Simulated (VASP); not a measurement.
# GaN (P6_3mc) in VASP: further runs

Runs on GaN. Level: PBEsol. Tasks: single point, relaxation of the atoms.

All numbers are computed with VASP 6.6.1; they aren't measurements. Logs are shortened: lines on timing, memory, paths and dates and some standing lists are left out, and cuts for length are marked.

### 1 The cell of the first run

The structure is hexagonal, space group P6_3mc (No. 186). Conventional cell: a = 3.167 Å, b = 3.167 Å, c = 5.159 Å, α = 90.00°, β = 90.00°, γ = 120.00°. Ga (site symmetry 3m) has 4 N at 1.94 Å within 2.6 Å. Within 2.6 Å of N (site symmetry 3m) lie 4 Ga at 1.94 Å.

### 2 Single point, PBEsol (11.20 Å³/atom)

File INCAR:

```
SYSTEM = GaN
PREC     = Accurate       ! precision mode
ENCUT    = 600            ! plane-wave cutoff, eV
EDIFF    = 1E-6           ! SCF threshold, eV
ISMEAR   = 0              ! smearing method
SIGMA    = 0.01           ! smearing width, eV
LREAL    = .False.        ! projectors in reciprocal space
LASPH    = .True.         ! aspherical terms in the spheres
NELM     = 120            ! most SCF steps
ALGO     = Normal         ! electronic algorithm
ISIF     = 2              ! what is computed and relaxed
LWAVE    = .False.        ! write WAVECAR
LCHARG   = .False.        ! write CHGCAR
GGA      = PS             ! functional
NBANDS   = 26             ! bands
GGA_COMPAT= .False.
```

File KPOINTS:

```
regular mesh
0
Gamma
  6 6 4
  0 0 0
```

File POSCAR:

```
GaN
1.0
    3.1665814858      0.0000000000      0.0000000000
   -1.5832907429      2.7423400098      0.0000000000
    0.0000000000      0.0000000000      5.1593524283
Ga N
2 2
Direct
    0.3333333333      0.6666666667     -0.0007828654
    0.6666666667      0.3333333333      0.4992171346
    0.3333333333      0.6666666667      0.3757828654
    0.6666666667      0.3333333333      0.8757828654
```

Potentials or basis: VASP PAW PBE potentials, release 64 (Ga_d, N).

On the command line:

```bash
> cat potpaw_PBE.64/Ga_d/POTCAR potpaw_PBE.64/N/POTCAR > POTCAR
> mpirun -np 1 vasp_std > vasp.out
```

OUTCAR:

```text
SYSTEM = GaN
   PREC = Accurate
   ENCUT = 600
   EDIFF = 1E-6
   ISMEAR = 0
   LREAL = .False.
   LASPH = .True.
   NELM = 120
   ISIF = 2
   GGA = PS

 ion  position               nearest neighbor table
   1  0.333  0.667  0.999-   4 1.94   4 1.94   4 1.94   3 1.94
   2  0.667  0.333  0.499-   3 1.94   3 1.94   3 1.94   4 1.94
   3  0.333  0.667  0.376-   2 1.94   2 1.94   2 1.94   1 1.94
   4  0.667  0.333  0.876-   1 1.94   1 1.94   1 1.94   2 1.94

  LATTYP: Found a hexagonal cell.
 ALAT       =     3.1665814858
 C/A-ratio  =     1.6293130151

  Lattice vectors:

 A1 = (   3.1665814858,   0.0000000000,   0.0000000000)
 A2 = (  -1.5832907429,   2.7423400098,   0.0000000000)
 A3 = (   0.0000000000,   0.0000000000,   5.1593524283)

Analysis of symmetry for initial positions (statically):
=====================================================================
 Subroutine PRICEL returns:
 Original cell was already a primitive cell.

 Routine SETGRP: Setting up the symmetry group for a
 hexagonal supercell.

 Subroutine GETGRP returns: Found 12 space group operations
 (whereof  6 operations were pure point group operations)
 out of a pool of 24 trial point group operations.

The static configuration has the point symmetry C_3v.
 The point group associated with its full space group is C_6v.

Analysis of symmetry for dynamics (positions and initial velocities):
=====================================================================
 Subroutine PRICEL returns:
 Original cell was already a primitive cell.

 Routine SETGRP: Setting up the symmetry group for a
 hexagonal supercell.

 Subroutine GETGRP returns: Found 12 space group operations
 (whereof  6 operations were pure point group operations)
 out of a pool of 24 trial point group operations.

The dynamic configuration has the point symmetry C_3v.
 The point group associated with its full space group is C_6v.

 Subroutine INISYM returns: Found 12 space group operations
 (whereof  6 operations are pure point group operations),
 and found     1 'primitive' translations

----------------------------------------------------------------------------------------

                                     Primitive cell

  volume of cell :      44.8030

  direct lattice vectors                    reciprocal lattice vectors
     3.166581486  0.000000000  0.000000000     0.315797968  0.182326042  0.000000000
    -1.583290743  2.742340010  0.000000000     0.000000000  0.364652084  0.000000000
     0.000000000  0.000000000  5.159352428     0.000000000  0.000000000  0.193822774

  length of vectors
     3.166581486  3.166581486  5.159352428     0.364652084  0.364652084  0.193822774

  position of ions in fractional coordinates (direct lattice)
     0.333333333  0.666666667  0.999217135
     0.666666667  0.333333333  0.499217135
     0.333333333  0.666666667  0.375782865
     0.666666667  0.333333333  0.875782865

  ion indices of the primitive-cell ions
   primitive index   ion index
                 1           1
                 2           2
                 3           3
                 4           4

----------------------------------------------------------------------------------------

 KPOINTS: regular mesh

Automatic generation of k-mesh.
 Grid dimensions read from file:
 generate k-points for:    6    6    4

 Generating k-lattice:

  Cartesian coordinates                     Fractional coordinates (reciprocal lattice)
     0.052632995  0.030387674  0.000000000     0.166666667  0.000000000  0.000000000
     0.000000000  0.060775347  0.000000000     0.000000000  0.166666667  0.000000000
     0.000000000  0.000000000  0.048455694     0.000000000  0.000000000  0.250000000

  Length of vectors
     0.060775347  0.060775347  0.048455694

  Shift w.r.t. Gamma in fractional coordinates (k-lattice)
     0.000000000  0.000000000  0.000000000

 Subroutine IBZKPT returns following result:
 ===========================================

 Found     21 irreducible k-points:

 Following reciprocal coordinates:
            Coordinates               Weight
  0.000000  0.000000  0.000000      1.000000
  0.166667  0.000000  0.000000      6.000000
  0.333333  0.000000  0.000000      6.000000
  0.500000  0.000000  0.000000      3.000000
  0.166667  0.166667  0.000000      6.000000
  0.333333  0.166667  0.000000     12.000000
[... 13 lines left out ...]
  0.333333  0.166667  0.500000     12.000000
  0.333333  0.333333  0.500000      2.000000
   k-points           NKPTS =     21   k-points in BZ     NKDIM =     21   number of bands    NBANDS=     26
   number of dos      NEDOS =    301   number of ions     NIONS =      4
   total plane-waves  NPLWV =  32928
   dimension x,y,z NGX =    28 NGY =   28 NGZ =   42
   dimension x,y,z NGXF=    56 NGYF=   56 NGZF=   84
   ions per type =               2   2
   NGX,Y,Z   is equivalent  to a cutoff of  14.70, 14.70, 13.53 a.u.
   NGXF,Y,Z  is equivalent  to a cutoff of  29.40, 29.40, 27.07 a.u.
 SYSTEM =  GaN
   PREC   = accura    normal or accurate (medium, high low for compatibility)
   ISTART =      0    job   : 0-new  1-cont  2-samecut
   ICHARG =      2    charge: 1-file 2-atom 10-const
   ISPIN  =      1    spin polarized calculation?
   LNONCOLLINEAR =      F non collinear calculations
   LSORBIT =      F    spin-orbit coupling
   LASPH  =      T    aspherical Exc in radial PAW
   ENCUT  =  600.0 eV  44.10 Ry    6.64 a.u.   6.32  6.32 10.30*2*pi/ulx,y,z
   NELM   =    120;   NELMIN=  2; NELMDL= -5     # of ELM steps
   EDIFF  = 0.1E-05   stopping-criterion for ELM
   LREAL  =      F    real-space projection
   EDIFFG = 0.1E-04   stopping-criterion for IOM
   NSW    =      0    number of steps for IOM
   IBRION =     -1    ionic relax: 0-MD 1-quasi-New 2-CG
   NFREE  =      0    steps in history (QN), initial steepest desc. (CG)
   ISIF   =      2    stress and relaxation
   ISYM   =      2    0-nonsym 1-usesym 2-fastsym
   POTIM  = 0.5000    time-step for ionic-motion
   TEBEG  =    0.0;   TEEND  =   0.0 temperature during run
   PSTRESS=    0.0 pullay stress
   NELECT =      36.0000    total number of electrons
   NUPDOWN=      -1.0000    fix difference up-down
   EMIN   =  10.00;   EMAX   =-10.00  energy-range for DOS
   EFERMI =   0.00;   METHOD = LEGACY
   ISMEAR =     0;   SIGMA  =   0.01  broadening in eV -4-tet -1-fermi 0-gaus
   EFERMI_NEDOS =   21; number of points for ismear=-14 and -15
   IALGO  =     38    algorithm
   IMIX   =      4    mixing-type and parameters
     AMIX     =   0.40;   BMIX     =  1.00
     AMIX_MAG =   1.60;   BMIX_MAG =  1.00
  volume/ion in A,a.u.               =      11.20        75.59
  Fermi-wavevector in a.u.,A,eV,Ry     =   1.521972  2.876110 31.516511  2.316398
  Thomas-Fermi vector in A             =   2.630614
   LORBIT       =      0    0 simple, 1 ext, 2 COOP (PROOUT), +10 PAW based schemes
   GGA     = PS    functional components
   LHFCALC =     F    Hartree Fock is set to
   AEXX    =    0.0000 exact exchange contribution
   IVDW    =     0    specifies the selected vdW correction
   LEPSILON=     F    determine dielectric tensor
   LRPA    =     F    only Hartree local field effects (RPA)
 non-spin polarized calculation
 Gauss-broadening in eV      SIGMA  =   0.01
  energy-cutoff  :      600.00
  volume of cell :       44.80
 maximum number of plane-waves:      1520
 NGX is ok and might be reduce to    28
   NGX = 13   NGY = 13   NGZ = 21

 number of electron      35.9999992 magnetization

 Free energy of the ion-electron system (eV)
  ---------------------------------------------------
  ext. energy  EPLUGINS =         0.00000000
  ---------------------------------------------------
  free energy    TOTEN  =       -26.26184974 eV

  energy without entropy =      -26.26184974  energy(sigma->0) =      -26.26184974

 E-fermi :   5.4572     XC(G=0): -12.0098

 val. band max:        5.4068442766   @ k =   0.0000   0.0000   0.0000
 cond. band min:       7.3992753891   @ k =   0.0000   0.0000   0.0000
 fundamental gap:      1.9924311125
 Fermi energy:         5.4572167587

 k-point     1 :       0.0000    0.0000    0.0000
  band No.  band energies     occupation
      1     -10.7454      2.00000
      2      -9.7264      2.00000
      3      -8.0174      2.00000
      4      -8.0008      2.00000
      5      -8.0008      2.00000
      6      -7.9349      2.00000
[... 18 lines left out ...]
     25      17.1701      0.00000
     26      17.1701      0.00000

 k-point     2 :       0.1667    0.0000    0.0000
  band No.  band energies     occupation
      1     -10.4723      2.00000
      2      -9.6572      2.00000
      3      -7.9855      2.00000
      4      -7.9635      2.00000
      5      -7.9233      2.00000
      6      -7.8899      2.00000
[... 18 lines left out ...]
     25      16.8202      0.00000
     26      17.6957      0.00000

 k-point     3 :       0.3333    0.0000    0.0000
  band No.  band energies     occupation
      1      -9.9528      2.00000
      2      -9.5620      2.00000
      3      -7.9461      2.00000
      4      -7.9240      2.00000
      5      -7.8397      2.00000
      6      -7.7719      2.00000
[... 18 lines left out ...]
     25      16.9718      0.00000
     26      18.6381      0.00000

 k-point     4 :       0.5000    0.0000    0.0000
  band No.  band energies     occupation
      1      -9.7394      2.00000
      2      -9.5366      2.00000
      3      -7.9510      2.00000
      4      -7.9215      2.00000
      5      -7.8187      2.00000
      6      -7.7754      2.00000
[... 18 lines left out ...]
     25      17.8014      0.00000
     26      18.8231      0.00000
[... 409 lines left out ...]
      1      -9.7385      2.00000
      2      -9.7385      2.00000
      3      -7.9102      2.00000
      4      -7.9102      2.00000
      5      -7.8834      2.00000
      6      -7.8834      2.00000
[... 18 lines left out ...]
     25      17.1896      0.00000
     26      17.1896      0.00000

 k-point    20 :       0.3333    0.1667    0.5000
  band No.  band energies     occupation
      1      -9.5784      2.00000
      2      -9.5784      2.00000
      3      -7.9150      2.00000
      4      -7.9150      2.00000
      5      -7.8383      2.00000
      6      -7.8383      2.00000
[... 18 lines left out ...]
     25      17.8602      0.00000
     26      17.8602      0.00000

 k-point    21 :       0.3333    0.3333    0.5000
  band No.  band energies     occupation
      1      -9.5349      2.00000
      2      -9.5349      2.00000
      3      -7.8746      2.00000
      4      -7.8746      2.00000
      5      -7.8563      2.00000
      6      -7.8563      2.00000
[... 18 lines left out ...]
     25      19.3385      0.00000
     26      19.3430      0.00000

------------------------ aborting loop because EDIFF is reached ----------------------------------------

  FORCE on cell =-STRESS in cart. coord.  units (eV):
  Direction    XX          YY          ZZ          XY          YZ          ZX
  --------------------------------------------------------------------------------------
  -------------------------------------------------------------------------------------
  Total        0.7195085      0.7195085      0.7161096      0.0000000      0.0000000      0.0000000
  in kB       25.7299746     25.7299746     25.6084288      0.0000000      0.0000000      0.0000000
  external PRESSURE =      25.6894593 kB  Pullay stress =       0.0000000 kB

 VOLUME and BASIS-vectors are now :
 -----------------------------------------------------------------------------
  energy-cutoff  :      600.00
  volume of cell :       44.80
      direct lattice vectors                 reciprocal lattice vectors
     3.166581486  0.000000000  0.000000000     0.315797968  0.182326042  0.000000000
    -1.583290743  2.742340010  0.000000000     0.000000000  0.364652084  0.000000000
     0.000000000  0.000000000  5.159352428     0.000000000  0.000000000  0.193822774

 POSITION                                       TOTAL-FORCE (eV/Angst)
 -----------------------------------------------------------------------------------
     -0.00000      1.82823      5.15531         0.000000     -0.000000     -0.000310
      1.58329      0.91411      2.57564        -0.000000      0.000000     -0.000310
     -0.00000      1.82823      1.93880         0.000000     -0.000000      0.000310
      1.58329      0.91411      4.51847        -0.000000      0.000000      0.000310
 -----------------------------------------------------------------------------------
    total drift:                               -0.000000     -0.000000     -0.000265

  FREE ENERGIE OF THE ION-ELECTRON SYSTEM (eV)
  ---------------------------------------------------
  free  energy   TOTEN  =       -26.2618497434 eV

  energy  without entropy=      -26.2618497434  energy(sigma->0) =      -26.26184974
```

Wall time 68 s (1 thread of Intel Xeon 8259CL, shared host); peak memory 0.18 GiB.

What came out:

* Free energy: -26.2618 eV
* Pressure: 2.6 GPa
* Band gap on the k mesh: 1.99 eV

Caveat: the PAW data sets were made with another functional, which shifts forces and pressure a little.

(Continued in part 2 of 2.)
